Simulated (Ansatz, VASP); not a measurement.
## NaCl: VASP beside Ansatz

File INCAR:

```
PREC = Accurate
ENCUT = 520
EDIFF = 1E-7
ISMEAR = 0
SIGMA = 0.01
LREAL = F
LASPH = T
NELM = 60
ALGO = Normal
ISIF = 2
LWAVE = F
LCHARG = T
GGA = PE
LELF = T
LVHAR = T
NBANDS = 14
```

The input KPOINTS:

```
Automatic mesh
0
Gamma
  6 6 6
```

The input POSCAR:

```
NaCl
1.0
    0.0000000000      2.7894510495      2.7894510495
    2.7894510495      0.0000000000      2.7894510495
    2.7894510495      2.7894510495      0.0000000000
Na Cl
1 1
Direct
    0.0000000000      0.0000000000      0.0000000000
    0.5000000000      0.5000000000      0.5000000000
```

Input for Ansatz:

```yaml
crystal:
  lattice:
    - [0.0, 2.7894510495, 2.7894510495]
    - [2.7894510495, 0.0, 2.7894510495]
    - [2.7894510495, 2.7894510495, 0.0]
  atoms:
    - { symbol: Na, position: [0.0, 0.0, 0.0] }
    - { symbol: Cl, position: [0.5, 0.5, 0.5] }
kpoints:
  mp_grid: { grid: [6, 6, 6] }
hamiltonian:
  xc: pbe
scf:
  occupations: { method: fixed }
  n_extra_bands: 4
output:
  forces: true
  stress: true
  eigenvalues: true
```

Alike in both runs: task single point; functional PBE; k mesh 6 × 6 × 6; no spin polarisation.

|  | VASP | Ansatz |
| --- | --- | --- |
| version | VASP 6.6.1 | Ansatz 0.2.0 |
| potentials or method | VASP PAW PBE potentials, release 64 (Na_pv, Cl) | plane waves, PAW |
| plane-wave cutoff (eV) | 520 | 420 |
| occupations | gaussian, width 0.01 eV | fixed |
| valence electrons in the cell | 14 | 16 |

|  | VASP | Ansatz | Ansatz less VASP |
| --- | --- | --- | --- |
| gap on the k mesh at the Fermi level (eV) | 5.24 | 5.24 | 0.000 |
| pressure (GPa) | 1.7 | 1.7 | +0.03 |

VASP's potentials hold 14 valence electrons a cell and Ansatz's 16, so a difference there can come from the potentials and not from the codes.
